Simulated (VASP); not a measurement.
Wanted: the native input for a VASP 6.6.1 run.

```yaml
Task: single point
Functional: PBE
Potentials_or_basis: VASP PAW PBE potentials, release 64 (Cl, Al)
Cutoff: 520 eV
k_mesh: 4 × 4 × 4
Occupations: fermi-dirac, width 0.1 eV
Spin: no spin polarisation
Dipole_correction: no
Further_INCAR_settings: ALGO = Normal; EDIFF = 1e-07; NBANDS = 26
```

The structure of AlCl2 lies in POSCAR:

```
AlCl2
1.0
    0.0000000000      0.0000000000      5.4225530000
    5.4479880000      0.0000000000      0.0000000000
    2.7239940000      5.0894520000     -2.7112760000
Cl Al
4 2
Direct
    0.1150100000      0.0991900000      0.2300200000
    0.8849900000      0.9008100000      0.7699800000
    0.3849900000      0.3292100000      0.7699800000
    0.6150100000      0.6707900000      0.2300200000
    0.2500000000      0.0000000000      0.0000000000
    0.7500000000      0.0000000000      0.0000000000
```

These files were run (other wordings do the same):

INCAR

```
SYSTEM = AlCl2
ALGO = Normal ; EDIFF = 1E-7
ENCUT = 520 ; GGA = PE
ISIF = 2 ; ISMEAR = -1
LASPH = .True. ; LCHARG = .False.
LREAL = .False. ; LWAVE = .False.
NBANDS = 26 ; NELM = 80
PREC = Accurate ; SIGMA = 0.1
```

KPOINTS

```
k-points
0
Gamma
  4 4 4
  0 0 0
```

Potentials or basis: VASP PAW PBE potentials, release 64 (Cl, Al).

Run with:

```console
$ cat potpaw_PBE.64/Cl/POTCAR potpaw_PBE.64/Al/POTCAR > POTCAR
$ mpirun -np 1 vasp_std > vasp.out
```

Results of the run:

* Pressure: 12.8 GPa
* Largest force: 2.890 eV/Å
* Band gap on the k mesh: zero (band 17 reaches 6.77 eV, above the bottom of band 18 at 5.47 eV)

Caveat: forces of over 1 eV/Å act on the atoms, so gaps and moduli don't describe the material at rest.

Wall time 81 s on 1 thread of Intel Xeon 6975P-C (shared host), peak memory 0.27 GiB.
